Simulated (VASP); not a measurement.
# CaO (Fm-3m) in VASP: a series of runs

CaO is run at these levels: LDA; tasks: single point, relaxation of cell and atoms.

Program: VASP 6.6.1. These are calculated values, not measurements. Logs are shortened: lines on timing, memory, paths and dates and some standing lists are left out, and cuts for length are marked.

**1. The cell of the first run**

It takes space group Fm-3m (No. 225, cubic). Conventional cell: a = 4.524 Å, b = 4.524 Å, c = 4.524 Å, α = 90.00°, β = 90.00°, γ = 90.00°. Ca (site symmetry m-3m) has 6 O at 2.26 Å within 3.0 Å. O (site symmetry m-3m) has 6 Ca at 2.26 Å within 3.0 Å.

**2. Single point, LDA**

The input, INCAR:

```
SYSTEM = CaO
  PREC = Accurate
  ENCUT = 520
  EDIFF = 1E-6
  ISMEAR = 0
  SIGMA = 0.01
  LREAL = .FALSE.
  LASPH = .TRUE.
  NELM = 60
  ALGO = Normal
  ISIF = 2
  LWAVE = .FALSE.
  LCHARG = .FALSE.
  GGA = CA
  NBANDS = 15
```

The input, KPOINTS:

```
Automatic mesh
0
G
  8 8 8
  0 0 0
```

The input, POSCAR:

```
CaO
1.0
    0.0000000000      2.2621138162      2.2621138162
    2.2621138162      0.0000000000      2.2621138162
    2.2621138162      2.2621138162      0.0000000000
Ca O
1 1
Direct
    0.0000000000      0.0000000000      0.0000000000
    0.5000000000      0.5000000000      0.5000000000
```

Potentials or basis: VASP PAW LDA potentials, release 64 (Ca_sv, O).

On the command line:

```sh
$ cat potpaw_LDA.64/Ca_sv/POTCAR potpaw_LDA.64/O/POTCAR > POTCAR
$ mpirun -np 1 vasp_std > vasp.out
```

OUTCAR:

```text
SYSTEM = CaO
   PREC = Accurate
   ENCUT = 520
   EDIFF = 1E-6
   ISMEAR = 0
   LREAL = .FALSE.
   LASPH = .TRUE.
   NELM = 60
   ISIF = 2
   GGA = CA

 ion  position               nearest neighbor table
   1  0.000  0.000  0.000-   2 2.26   2 2.26   2 2.26   2 2.26   2 2.26   2 2.26
   2  0.500  0.500  0.500-   1 2.26   1 2.26   1 2.26   1 2.26   1 2.26   1 2.26

  LATTYP: Found a face centered cubic cell.
 ALAT       =     4.5242276324

  Lattice vectors:

 A1 = (   0.0000000000,   2.2621138162,   2.2621138162)
 A2 = (   2.2621138162,   0.0000000000,   2.2621138162)
 A3 = (   2.2621138162,   2.2621138162,   0.0000000000)

Analysis of symmetry for initial positions (statically):
=====================================================================
 Subroutine PRICEL returns:
 Original cell was already a primitive cell.

 Routine SETGRP: Setting up the symmetry group for a
 face centered cubic supercell.

 Subroutine GETGRP returns: Found 48 space group operations
 (whereof 48 operations were pure point group operations)
 out of a pool of 48 trial point group operations.

The static configuration has the point symmetry O_h .

Analysis of symmetry for dynamics (positions and initial velocities):
=====================================================================
 Subroutine PRICEL returns:
 Original cell was already a primitive cell.

 Routine SETGRP: Setting up the symmetry group for a
 face centered cubic supercell.

 Subroutine GETGRP returns: Found 48 space group operations
 (whereof 48 operations were pure point group operations)
 out of a pool of 48 trial point group operations.

The dynamic configuration has the point symmetry O_h .

 Subroutine INISYM returns: Found 48 space group operations
 (whereof 48 operations are pure point group operations),
 and found     1 'primitive' translations

----------------------------------------------------------------------------------------

                                     Primitive cell

  volume of cell :      23.1512

  direct lattice vectors                    reciprocal lattice vectors
     0.000000000  2.262113816  2.262113816    -0.221032203  0.221032203  0.221032203
     2.262113816  0.000000000  2.262113816     0.221032203 -0.221032203  0.221032203
     2.262113816  2.262113816  0.000000000     0.221032203  0.221032203 -0.221032203

  length of vectors
     3.199112039  3.199112039  3.199112039     0.382839006  0.382839006  0.382839006

  position of ions in fractional coordinates (direct lattice)
     0.000000000  0.000000000  0.000000000
     0.500000000  0.500000000  0.500000000

  ion indices of the primitive-cell ions
   primitive index   ion index
                 1           1
                 2           2

----------------------------------------------------------------------------------------

 KPOINTS: Automatic mesh

Automatic generation of k-mesh.
 Grid dimensions read from file:
 generate k-points for:    8    8    8

 Generating k-lattice:

  Cartesian coordinates                     Fractional coordinates (reciprocal lattice)
    -0.027629025  0.027629025  0.027629025     0.125000000  0.000000000  0.000000000
     0.027629025 -0.027629025  0.027629025     0.000000000  0.125000000  0.000000000
     0.027629025  0.027629025 -0.027629025     0.000000000  0.000000000  0.125000000

  Length of vectors
     0.047854876  0.047854876  0.047854876

  Shift w.r.t. Gamma in fractional coordinates (k-lattice)
     0.000000000  0.000000000  0.000000000

 Subroutine IBZKPT returns following result:
 ===========================================

 Found     29 irreducible k-points:

 Following reciprocal coordinates:
            Coordinates               Weight
  0.000000  0.000000  0.000000      1.000000
  0.125000  0.000000  0.000000      8.000000
  0.250000  0.000000  0.000000      8.000000
  0.375000  0.000000  0.000000      8.000000
  0.500000  0.000000  0.000000      4.000000
  0.125000  0.125000  0.000000      6.000000
[... 16 lines left out ...]
  0.500000  0.250000  0.125000     48.000000
 -0.375000  0.250000  0.125000     24.000000
 [... further k-points ...]
   k-points           NKPTS =     29   k-points in BZ     NKDIM =     29   number of bands    NBANDS=     15
   number of dos      NEDOS =    301   number of ions     NIONS =      2
   total plane-waves  NPLWV =  13824
   dimension x,y,z NGX =    24 NGY =   24 NGZ =   24
   dimension x,y,z NGXF=    48 NGYF=   48 NGZF=   48
   ions per type =               1   1
   NGX,Y,Z   is equivalent  to a cutoff of  12.47, 12.47, 12.47 a.u.
   NGXF,Y,Z  is equivalent  to a cutoff of  24.94, 24.94, 24.94 a.u.
 SYSTEM =  CaO
   PREC   = accura    normal or accurate (medium, high low for compatibility)
   ISTART =      0    job   : 0-new  1-cont  2-samecut
   ICHARG =      2    charge: 1-file 2-atom 10-const
   ISPIN  =      1    spin polarized calculation?
   LNONCOLLINEAR =      F non collinear calculations
   LSORBIT =      F    spin-orbit coupling
   LASPH  =      T    aspherical Exc in radial PAW
   ENCUT  =  520.0 eV  38.22 Ry    6.18 a.u.   5.95  5.95  5.95*2*pi/ulx,y,z
   NELM   =     60;   NELMIN=  2; NELMDL= -5     # of ELM steps
   EDIFF  = 0.1E-05   stopping-criterion for ELM
   LREAL  =      F    real-space projection
   EDIFFG = 0.1E-04   stopping-criterion for IOM
   NSW    =      0    number of steps for IOM
   IBRION =     -1    ionic relax: 0-MD 1-quasi-New 2-CG
   NFREE  =      0    steps in history (QN), initial steepest desc. (CG)
   ISIF   =      2    stress and relaxation
   ISYM   =      2    0-nonsym 1-usesym 2-fastsym
   POTIM  = 0.5000    time-step for ionic-motion
   TEBEG  =    0.0;   TEEND  =   0.0 temperature during run
   PSTRESS=    0.0 pullay stress
   NELECT =      16.0000    total number of electrons
   NUPDOWN=      -1.0000    fix difference up-down
   EMIN   =  10.00;   EMAX   =-10.00  energy-range for DOS
   EFERMI =   0.00;   METHOD = LEGACY
   ISMEAR =     0;   SIGMA  =   0.01  broadening in eV -4-tet -1-fermi 0-gaus
   EFERMI_NEDOS =   21; number of points for ismear=-14 and -15
   IALGO  =     38    algorithm
   IMIX   =      4    mixing-type and parameters
     AMIX     =   0.40;   BMIX     =  1.00
     AMIX_MAG =   1.60;   BMIX_MAG =  1.00
  volume/ion in A,a.u.               =      11.58        78.12
  Fermi-wavevector in a.u.,A,eV,Ry     =   1.447406  2.735201 28.503990  2.094984
  Thomas-Fermi vector in A             =   2.565365
   LORBIT       =      0    0 simple, 1 ext, 2 COOP (PROOUT), +10 PAW based schemes
   GGA     = CA    functional components
   LHFCALC =     F    Hartree Fock is set to
   AEXX    =    0.0000 exact exchange contribution
   IVDW    =     0    specifies the selected vdW correction
   LEPSILON=     F    determine dielectric tensor
   LRPA    =     F    only Hartree local field effects (RPA)
 non-spin polarized calculation
 Gauss-broadening in eV      SIGMA  =   0.01
  energy-cutoff  :      520.00
  volume of cell :       23.15
 maximum number of plane-waves:       636
   NGX = 11   NGY = 11   NGZ = 11

 number of electron      16.0000007 magnetization

 Free energy of the ion-electron system (eV)
  ---------------------------------------------------
  ext. energy  EPLUGINS =         0.00000000
  ---------------------------------------------------
  free energy    TOTEN  =       -14.02915177 eV

  energy without entropy =      -14.02915177  energy(sigma->0) =      -14.02915177

 E-fermi :   3.2531     XC(G=0): -11.9492

 val. band max:        3.1836327927   @ k =   0.0000   0.0000   0.0000
 cond. band min:       6.4645998879   @ k =   0.5000   0.5000   0.0000
 fundamental gap:      3.2809670952
 Fermi energy:         3.2531254358

 k-point     1 :       0.0000    0.0000    0.0000
  band No.  band energies     occupation
      1     -33.2503      2.00000
      2     -14.0888      2.00000
      3     -14.0888      2.00000
      4     -14.0888      2.00000
      5     -12.3790      2.00000
      6       3.1836      2.00000
      7       3.1836      2.00000
      8       3.1836      2.00000
      9       9.3768      0.00000
     10       9.6615      0.00000
     11       9.6615      0.00000
     12       9.6615      0.00000
     13      11.5777      0.00000
     14      11.5777      0.00000
     15      19.0581      0.00000

 k-point     2 :       0.1250    0.0000    0.0000
  band No.  band energies     occupation
      1     -33.2150      2.00000
      2     -14.6399      2.00000
      3     -14.1017      2.00000
      4     -14.1017      2.00000
      5     -11.8350      2.00000
      6       2.5720      2.00000
      7       2.8817      2.00000
      8       2.8817      2.00000
      9       9.6113      0.00000
     10      10.0003      0.00000
     11      10.0003      0.00000
     12      10.1176      0.00000
     13      12.0864      0.00000
     14      12.0864      0.00000
     15      19.8998      0.00000

 k-point     3 :       0.2500    0.0000    0.0000
  band No.  band energies     occupation
      1     -33.1286      2.00000
      2     -15.4806      2.00000
      3     -14.1323      2.00000
      4     -14.1323      2.00000
      5     -11.0078      2.00000
      6       1.3772      2.00000
      7       2.2540      2.00000
      8       2.2540      2.00000
      9       9.8042      0.00000
     10      10.8961      0.00000
     11      10.8961      0.00000
     12      11.6188      0.00000
     13      13.2852      0.00000
     14      13.2852      0.00000
     15      20.9070      0.00000

 k-point     4 :       0.3750    0.0000    0.0000
  band No.  band energies     occupation
      1     -33.0401      2.00000
      2     -16.0972      2.00000
      3     -14.1623      2.00000
      4     -14.1623      2.00000
      5     -10.3968      2.00000
      6       0.3854      2.00000
      7       1.7234      2.00000
      8       1.7234      2.00000
      9      10.4637      0.00000
     10      11.9618      0.00000
     11      11.9618      0.00000
     12      12.7507      0.00000
     13      14.5636      0.00000
     14      14.5636      0.00000
     15      20.2623      0.00000
[... 307 lines left out ...]
 k-point    22 :       0.3750    0.2500    0.1250
  band No.  band energies     occupation
      1     -33.0657      2.00000
      2     -15.5417      2.00000
      3     -14.3971      2.00000
      4     -14.2009      2.00000
      5     -10.9842      2.00000
      6       1.0041      2.00000
      7       2.1454      2.00000
      8       2.6152      2.00000
      9       8.6415      0.00000
     10      11.5859      0.00000
     11      11.7982      0.00000
     12      12.3169      0.00000
     13      13.2962      0.00000
     14      14.9055      0.00000
     15      21.5908      0.00000

 k-point    23 :       0.5000    0.2500    0.1250
  band No.  band energies     occupation
      1     -32.9956      2.00000
      2     -15.8109      2.00000
      3     -14.5216      2.00000
      4     -14.2738      2.00000
      5     -10.7907      2.00000
      6       0.8414      2.00000
      7       1.7818      2.00000
      8       2.2225      2.00000
      9       9.3277      0.00000
     10      11.6304      0.00000
     11      12.5788      0.00000
     12      13.0025      0.00000
     13      14.5675      0.00000
     14      15.9930      0.00000
     15      20.1867      0.00000

 k-point    24 :      -0.3750    0.2500    0.1250
  band No.  band energies     occupation
      1     -32.9662      2.00000
      2     -15.9185      2.00000
      3     -14.5487      2.00000
      4     -14.3261      2.00000
      5     -10.7196      2.00000
      6       0.7856      2.00000
      7       1.8247      2.00000
      8       1.8629      2.00000
      9      10.5118      0.00000
     10      10.5822      0.00000
     11      12.9690      0.00000
     12      13.5566      0.00000
     13      14.9088      0.00000
     14      16.8406      0.00000
     15      19.3765      0.00000

 [... further k-points ...]

------------------------ aborting loop because EDIFF is reached ----------------------------------------

  FORCE on cell =-STRESS in cart. coord.  units (eV):
  Direction    XX          YY          ZZ          XY          YZ          ZX
  --------------------------------------------------------------------------------------
  -------------------------------------------------------------------------------------
  Total        3.1229381      3.1229381      3.1229381     -0.0000000      0.0000000      0.0000000
  in kB      216.1228125    216.1228125    216.1228125     -0.0000000      0.0000000      0.0000000
  external PRESSURE =     216.1228125 kB  Pullay stress =       0.0000000 kB

 VOLUME and BASIS-vectors are now :
 -----------------------------------------------------------------------------
  energy-cutoff  :      520.00
  volume of cell :       23.15
      direct lattice vectors                 reciprocal lattice vectors
     0.000000000  2.262113816  2.262113816    -0.221032203  0.221032203  0.221032203
     2.262113816  0.000000000  2.262113816     0.221032203 -0.221032203  0.221032203
     2.262113816  2.262113816  0.000000000     0.221032203  0.221032203 -0.221032203

 POSITION                                       TOTAL-FORCE (eV/Angst)
 -----------------------------------------------------------------------------------
      0.00000      0.00000      0.00000         0.000000      0.000000      0.000000
      2.26211      2.26211      2.26211        -0.000000     -0.000000     -0.000000
 -----------------------------------------------------------------------------------
    total drift:                                0.000000     -0.000000     -0.000000

  FREE ENERGIE OF THE ION-ELECTRON SYSTEM (eV)
  ---------------------------------------------------
  free  energy   TOTEN  =       -14.0291517731 eV

  energy  without entropy=      -14.0291517731  energy(sigma->0) =      -14.02915177
```

It took 12 s on 1 thread of AMD EPYC 7R43 (Zen 3), shared host; peak memory 0.1 GiB.

What came out:

| Property | Result |
| --- | --- |
| Free energy | -14.0292 eV |
| Pressure | 21.6 GPa |
| Band gap on the k mesh | 3.28 eV (least direct gap 3.58 eV) |

Levels at points of the mesh, in eV from the valence-band top:
| k point | band 5 | band 6 | band 7 | band 8 | band 9 | band 10 | band 11 | band 12 |
| --- | --- | --- | --- | --- | --- | --- | --- | --- |
| (0.00, 0.00, 0.00) | -15.56 | 0.00 | 0.00 | 0.00 | 6.19 | 6.48 | 6.48 | 6.48 |
| (0.50, 0.00, 0.00) | -13.36 | -3.17 | -1.66 | -1.66 | 7.80 | 9.29 | 9.29 | 9.76 |
| (0.50, 0.50, 0.00) | -15.38 | -1.12 | -0.30 | -0.30 | 3.28 | 9.47 | 9.91 | 10.79 |

Caveat: the cell stands under pressure. A k mesh can miss the band edges.

[end of part 1 of 2]
